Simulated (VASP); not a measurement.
# LiCl (Fm-3m) in VASP: further runs

Runs on LiCl. Level: r2SCAN. Tasks: single point.

Program: VASP 6.6.1. These are calculated values, not measurements. Logs are shortened: lines on timing, memory, paths and dates and some standing lists are left out, and cuts for length are marked.

**1. The cell of the first run**

Symmetry: Fm-3m, No. 225, cubic system. The conventional cell has a = 5.130 Å, b = 5.130 Å, c = 5.130 Å, α = 90.00°, β = 90.00°, γ = 90.00°. Li (site symmetry m-3m) has 6 Cl at 2.56 Å within 3.4 Å. Cl (site symmetry m-3m) has 6 Li at 2.56 Å within 3.4 Å.

**2. Single point, r2SCAN**

The input, POSCAR:

```
LiCl
1.0
    0.0000000000      2.5647612402      2.5647612402
    2.5647612402      0.0000000000      2.5647612402
    2.5647612402      2.5647612402      0.0000000000
Li Cl
1 1
Direct
    0.0000000000      0.0000000000      0.0000000000
    0.5000000000      0.5000000000      0.5000000000
```

The input, INCAR.step1:

```
  PREC = Accurate
  ENCUT = 520
  ISMEAR = 0
  SIGMA = 0.05
  LREAL = False
  LASPH = True
  NELM = 60
  NBANDS = 12
  GGA = PE
  ALGO = Normal
  EDIFF = 1E-4
  LWAVE = True
  LCHARG = False
```

The input, INCAR.step2:

```
  PREC = Accurate
  ENCUT = 520
  EDIFF = 1E-7
  ISMEAR = 0
  SIGMA = 0.05
  LREAL = False
  LASPH = True
  NELM = 60
  ALGO = Normal
  ISIF = 2
  LWAVE = False
  LCHARG = False
  METAGGA = R2SCAN
  LMIXTAU = True
  NBANDS = 12
  ISTART = 1
```

The input, KPOINTS:

```
Automatic mesh
0
Gamma
  12 12 12
```

Potentials or basis: VASP PAW PBE potentials, release 64 (Li_sv, Cl).

On the command line:

```console
> cat potpaw_PBE.64/Li_sv/POTCAR potpaw_PBE.64/Cl/POTCAR > POTCAR
> cp INCAR.step1 INCAR
> mpirun -np 1 vasp_std > vasp.out
> cp INCAR.step2 INCAR
> mpirun -np 1 vasp_std > vasp.out
```

OUTCAR:

```text
PREC = Accurate
   ENCUT = 520
   EDIFF = 1E-7
   ISMEAR = 0
   LREAL = False
   LASPH = True
   NELM = 60
   ISIF = 2
   METAGGA = R2SCAN
   ISTART = 1

 ion  position               nearest neighbor table
   1  0.000  0.000  0.000-   2 2.56   2 2.56   2 2.56   2 2.56   2 2.56   2 2.56
   2  0.500  0.500  0.500-   1 2.56   1 2.56   1 2.56   1 2.56   1 2.56   1 2.56

  LATTYP: Found a face centered cubic cell.
 ALAT       =     5.1295224804

  Lattice vectors:

 A1 = (   0.0000000000,   2.5647612402,   2.5647612402)
 A2 = (   2.5647612402,   0.0000000000,   2.5647612402)
 A3 = (   2.5647612402,   2.5647612402,   0.0000000000)

Analysis of symmetry for initial positions (statically):
=====================================================================
 Subroutine PRICEL returns:
 Original cell was already a primitive cell.

 Routine SETGRP: Setting up the symmetry group for a
 face centered cubic supercell.

 Subroutine GETGRP returns: Found 48 space group operations
 (whereof 48 operations were pure point group operations)
 out of a pool of 48 trial point group operations.

The static configuration has the point symmetry O_h .

Analysis of symmetry for dynamics (positions and initial velocities):
=====================================================================
 Subroutine PRICEL returns:
 Original cell was already a primitive cell.

 Routine SETGRP: Setting up the symmetry group for a
 face centered cubic supercell.

 Subroutine GETGRP returns: Found 48 space group operations
 (whereof 48 operations were pure point group operations)
 out of a pool of 48 trial point group operations.

The dynamic configuration has the point symmetry O_h .

 Subroutine INISYM returns: Found 48 space group operations
 (whereof 48 operations are pure point group operations),
 and found     1 'primitive' translations

----------------------------------------------------------------------------------------

                                     Primitive cell

  volume of cell :      33.7420

  direct lattice vectors                    reciprocal lattice vectors
     0.000000000  2.564761240  2.564761240    -0.194949921  0.194949921  0.194949921
     2.564761240  0.000000000  2.564761240     0.194949921 -0.194949921  0.194949921
     2.564761240  2.564761240  0.000000000     0.194949921  0.194949921 -0.194949921

  length of vectors
     3.627120130  3.627120130  3.627120130     0.337663167  0.337663167  0.337663167

  position of ions in fractional coordinates (direct lattice)
     0.000000000  0.000000000  0.000000000
     0.500000000  0.500000000  0.500000000

  ion indices of the primitive-cell ions
   primitive index   ion index
                 1           1
                 2           2

----------------------------------------------------------------------------------------

 KPOINTS: Automatic mesh

Automatic generation of k-mesh.
 Grid dimensions read from file:
 generate k-points for:   12   12   12

 Generating k-lattice:

  Cartesian coordinates                     Fractional coordinates (reciprocal lattice)
    -0.016245827  0.016245827  0.016245827     0.083333333  0.000000000  0.000000000
     0.016245827 -0.016245827  0.016245827     0.000000000  0.083333333  0.000000000
     0.016245827  0.016245827 -0.016245827     0.000000000  0.000000000  0.083333333

  Length of vectors
     0.028138597  0.028138597  0.028138597

  Shift w.r.t. Gamma in fractional coordinates (k-lattice)
     0.000000000  0.000000000  0.000000000

 Subroutine IBZKPT returns following result:
 ===========================================

 Found     72 irreducible k-points:

 Following reciprocal coordinates:
            Coordinates               Weight
  0.000000  0.000000  0.000000      1.000000
  0.083333  0.000000  0.000000      8.000000
  0.166667  0.000000  0.000000      8.000000
  0.250000  0.000000  0.000000      8.000000
  0.333333  0.000000  0.000000      8.000000
  0.416667  0.000000  0.000000      8.000000
[... 16 lines left out ...]
  0.500000  0.166667  0.000000     24.000000
 -0.416667  0.166667  0.000000     24.000000
 [... further k-points ...]
   k-points           NKPTS =     72   k-points in BZ     NKDIM =     72   number of bands    NBANDS=     12
   number of dos      NEDOS =    301   number of ions     NIONS =      2
   total plane-waves  NPLWV =  21952
   dimension x,y,z NGX =    28 NGY =   28 NGZ =   28
   dimension x,y,z NGXF=    56 NGYF=   56 NGZF=   56
   ions per type =               1   1
   NGX,Y,Z   is equivalent  to a cutoff of  12.83, 12.83, 12.83 a.u.
   NGXF,Y,Z  is equivalent  to a cutoff of  25.67, 25.67, 25.67 a.u.
 SYSTEM =  unknown system
   PREC   = accura    normal or accurate (medium, high low for compatibility)
   ISTART =      1    job   : 0-new  1-cont  2-samecut
   ICHARG =      0    charge: 1-file 2-atom 10-const
   ISPIN  =      1    spin polarized calculation?
   LNONCOLLINEAR =      F non collinear calculations
   LSORBIT =      F    spin-orbit coupling
   LASPH  =      T    aspherical Exc in radial PAW
   ENCUT  =  520.0 eV  38.22 Ry    6.18 a.u.   6.74  6.74  6.74*2*pi/ulx,y,z
   NELM   =     60;   NELMIN=  2; NELMDL=  0     # of ELM steps
   EDIFF  = 0.1E-06   stopping-criterion for ELM
   LREAL  =      F    real-space projection
   EDIFFG = 0.1E-05   stopping-criterion for IOM
   NSW    =      0    number of steps for IOM
   IBRION =     -1    ionic relax: 0-MD 1-quasi-New 2-CG
   NFREE  =      0    steps in history (QN), initial steepest desc. (CG)
   ISIF   =      2    stress and relaxation
   ISYM   =      2    0-nonsym 1-usesym 2-fastsym
   POTIM  = 0.5000    time-step for ionic-motion
   TEBEG  =    0.0;   TEEND  =   0.0 temperature during run
   PSTRESS=    0.0 pullay stress
   NELECT =      10.0000    total number of electrons
   NUPDOWN=      -1.0000    fix difference up-down
   EMIN   =  10.00;   EMAX   =-10.00  energy-range for DOS
   EFERMI =   0.00;   METHOD = LEGACY
   ISMEAR =     0;   SIGMA  =   0.05  broadening in eV -4-tet -1-fermi 0-gaus
   EFERMI_NEDOS =   21; number of points for ismear=-14 and -15
   IALGO  =     38    algorithm
   IMIX   =      4    mixing-type and parameters
     AMIX     =   0.40;   BMIX     =  1.00
     AMIX_MAG =   1.60;   BMIX_MAG =  1.00
  volume/ion in A,a.u.               =      16.87       113.85
  Fermi-wavevector in a.u.,A,eV,Ry     =   1.091485  2.062608 16.209167  1.191340
  Thomas-Fermi vector in A             =   2.227731
   LORBIT       =      0    0 simple, 1 ext, 2 COOP (PROOUT), +10 PAW based schemes
   METAGGA = R2SCAN    functional components
   LHFCALC =     F    Hartree Fock is set to
   AEXX    =    0.0000 exact exchange contribution
   IVDW    =     0    specifies the selected vdW correction
   LEPSILON=     F    determine dielectric tensor
   LRPA    =     F    only Hartree local field effects (RPA)
 non-spin polarized calculation
 Gauss-broadening in eV      SIGMA  =   0.05
  energy-cutoff  :      520.00
  volume of cell :       33.74
 maximum number of plane-waves:       934
   NGX = 13   NGY = 13   NGZ = 13

 number of electron      10.0000005 magnetization

 Free energy of the ion-electron system (eV)
  ---------------------------------------------------
  ext. energy  EPLUGINS =         0.00000000
  ---------------------------------------------------
  free energy    TOTEN  =       -12.58681825 eV

  energy without entropy =      -12.58681825  energy(sigma->0) =      -12.58681825

 E-fermi :   0.4347     XC(G=0):  -9.1632

 val. band max:        0.1888680654   @ k =   0.0000   0.0000   0.0000
 cond. band min:       7.4842997517   @ k =   0.0000   0.0000   0.0000
 fundamental gap:      7.2954316863
 Fermi energy:         0.4346954120

 k-point     1 :       0.0000    0.0000    0.0000
  band No.  band energies     occupation
      1     -44.6264      2.00000
      2     -13.7950      2.00000
      3       0.1889      2.00000
      4       0.1889      2.00000
      5       0.1889      2.00000
      6       7.4843      0.00000
      7      12.8514      0.00000
      8      12.8514      0.00000
      9      12.8514      0.00000
     10      15.5697      0.00000
     11      15.5697      0.00000
     12      16.0476      0.00000

 k-point     2 :       0.0833    0.0000    0.0000
  band No.  band energies     occupation
      1     -44.6263      2.00000
      2     -13.7599      2.00000
      3      -0.0570      2.00000
      4       0.1685      2.00000
      5       0.1685      2.00000
      6       7.7095      0.00000
      7      12.4297      0.00000
      8      12.9018      0.00000
      9      12.9019      0.00000
     10      14.4880      0.00000
     11      14.4883      0.00000
     12      16.2932      0.00000

 k-point     3 :       0.1667    0.0000    0.0000
  band No.  band energies     occupation
      1     -44.6259      2.00000
      2     -13.6614      2.00000
      3      -0.6642      2.00000
      4       0.1150      2.00000
      5       0.1150      2.00000
      6       8.1460      0.00000
      7      11.9005      0.00000
      8      12.5338      0.00000
      9      12.5341      0.00000
     10      14.2113      0.00000
     11      14.2113      0.00000
     12      16.6490      0.00000
[... 286 lines left out ...]
 k-point    23 :       0.5000    0.1667    0.0000
  band No.  band energies     occupation
      1     -44.6237      2.00000
      2     -13.1530      2.00000
      3      -2.4438      2.00000
      4      -0.7168      2.00000
      5      -0.3237      2.00000
      6       8.7229      0.00000
      7      10.3852      0.00000
      8      11.3896      0.00000
      9      13.0622      0.00000
     10      16.5616      0.00000
     11      18.4280      0.00000
     12      19.6308      0.00000

 k-point    24 :      -0.4167    0.1667    0.0000
  band No.  band energies     occupation
      1     -44.6237      2.00000
      2     -13.1426      2.00000
      3      -2.4637      2.00000
      4      -0.8364      2.00000
      5      -0.2301      2.00000
      6       8.6637      0.00000
      7      10.5502      0.00000
      8      11.0978      0.00000
      9      13.4115      0.00000
     10      17.3302      0.00000
     11      17.4002      0.00000
     12      18.8531      0.00000

 [... further k-points ...]
[... 5 lines left out ...]
  --------------------------------------------------------------------------------------
  -------------------------------------------------------------------------------------
  Total       -0.1802874     -0.1802874     -0.1802874      0.0000000      0.0000000     -0.0000000
  in kB       -8.5606197     -8.5606197     -8.5606197      0.0000000      0.0000000     -0.0000000
  external PRESSURE =      -8.5606197 kB  Pullay stress =       0.0000000 kB

 VOLUME and BASIS-vectors are now :
 -----------------------------------------------------------------------------
  energy-cutoff  :      520.00
  volume of cell :       33.74
      direct lattice vectors                 reciprocal lattice vectors
     0.000000000  2.564761240  2.564761240    -0.194949921  0.194949921  0.194949921
     2.564761240  0.000000000  2.564761240     0.194949921 -0.194949921  0.194949921
     2.564761240  2.564761240  0.000000000     0.194949921  0.194949921 -0.194949921

 POSITION                                       TOTAL-FORCE (eV/Angst)
 -----------------------------------------------------------------------------------
      0.00000      0.00000      0.00000        -0.000000      0.000000     -0.000000
      2.56476      2.56476      2.56476         0.000000     -0.000000      0.000000
 -----------------------------------------------------------------------------------
    total drift:                                0.000000      0.000000      0.000000

  FREE ENERGIE OF THE ION-ELECTRON SYSTEM (eV)
  ---------------------------------------------------
  free  energy   TOTEN  =       -12.5868182550 eV

  energy  without entropy=      -12.5868182550  energy(sigma->0) =      -12.58681825
```

It took 3.4 min on 1 thread of AMD EPYC 7R43 (Zen 3), shared host; peak memory 0.13 GiB.

What came out:

```
Free energy            : -12.5868 eV
Band gap on the k mesh : 7.30 eV, direct
```

Caveat: the cutoff is under 1.25 times the usual one of these potentials, so pressure, stress and relaxed cells hold a basis-set (Pulay) error; the PAW data sets were made with another functional, which shifts forces and pressure a little.

**3. Single point, r2SCAN**

POSCAR is that of step 2.

The input, INCAR.step1:

```
SYSTEM = LiCl
  PREC = Accurate
  ENCUT = 520
  ISMEAR = 0
  SIGMA = 0.05
  LREAL = .FALSE.
  LASPH = .TRUE.
  NELM = 100
  NBANDS = 12
  GGA = PE
  ALGO = Normal
  EDIFF = 1E-4
  LWAVE = .TRUE.
  LCHARG = .FALSE.
```

The input, INCAR.step2:

```
SYSTEM = LiCl
  PREC = Accurate
  ENCUT = 520
  EDIFF = 1E-6
  ISMEAR = 0
  SIGMA = 0.05
  LREAL = .FALSE.
  LASPH = .TRUE.
  NELM = 100
  ALGO = Normal
  ISIF = 2
  LWAVE = .FALSE.
  LCHARG = .TRUE.
  METAGGA = R2SCAN
  LMIXTAU = .TRUE.
  LELF = .TRUE.
  LVHAR = .TRUE.
  NBANDS = 12
  ISTART = 1
```

The input, KPOINTS:

```
Automatic mesh
0
G
  12 12 12
  0 0 0
```

Potentials or basis: VASP PAW PBE potentials, release 64 (Li_sv, Cl).

On the command line:

```console
> cat potpaw_PBE.64/Li_sv/POTCAR potpaw_PBE.64/Cl/POTCAR > POTCAR
> cp INCAR.step1 INCAR
> mpirun -np 1 vasp_std > vasp.out
> cp INCAR.step2 INCAR
> mpirun -np 1 vasp_std > vasp.out
```

Wall time 4 min (1 thread of AMD EPYC 7R43 (Zen 3), shared host); peak memory 0.13 GiB.

The run converged. Its results:

| Quantity | Value |
| --- | --- |
| Free energy | -12.5868 eV |
| Band gap on the k mesh | 7.30 eV, direct |

Levels at points of the mesh, in eV from the valence-band top:
| k point | band 3 | band 4 | band 5 | band 6 | band 7 | band 8 |
| --- | --- | --- | --- | --- | --- | --- |
| (0.00, 0.00, 0.00) | 0.00 | 0.00 | 0.00 | 7.30 | 12.66 | 12.66 |
| (0.50, 0.00, 0.00) | -2.84 | -0.27 | -0.27 | 7.53 | 10.31 | 10.31 |
| (0.50, 0.50, 0.00) | -2.93 | -1.12 | -1.12 | 8.77 | 8.93 | 13.57 |

Caveat: the cutoff is under 1.25 times the usual one of these potentials, so pressure, stress and relaxed cells hold a basis-set (Pulay) error; the PAW data sets were made with another functional, which shifts forces and pressure a little.
